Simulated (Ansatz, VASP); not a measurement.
**Two plane-wave programs on Y**

```
Y
1.0
     3.50544    0.00000    0.00000
    -1.75272    3.03580    0.00000
     0.00000    0.00000    5.28761
Y
2
Cartesian
  0.0000 2.0239 1.3219
  1.7527 1.0119 3.9657
```

Change from the starting cell: strain -0.040 along x and y, -0.080 along z, atoms carried along.

Alike in both runs: task single point; functional PBE; k mesh 18 × 18 × 8; occupations gaussian, width 0.15 eV; no spin polarisation.

|  | VASP | Ansatz |
| --- | --- | --- |
| version | VASP 6.6.1 | Ansatz 0.2.0 |
| potentials or method | VASP PAW PBE potentials, release 64 (Y_sv), cutoff 520 eV | scalar-relativistic, plane waves, PAW |
| valence electrons in the cell | 22 | 22 |

VASP gave:

* gap on the k mesh at the Fermi level (eV): none
* pressure (GPa): 7.8
* traceless stress, the component that is largest in VASP (GPa): 1.65

Problem. What did Ansatz give for the same quantities?

Solution. gap on the k mesh at the Fermi level (eV): none; pressure (GPa): 8.0; traceless stress, the component that is largest in VASP (GPa): 1.63.

A gap of «none» marks a metal or a gap that the smearing closes.
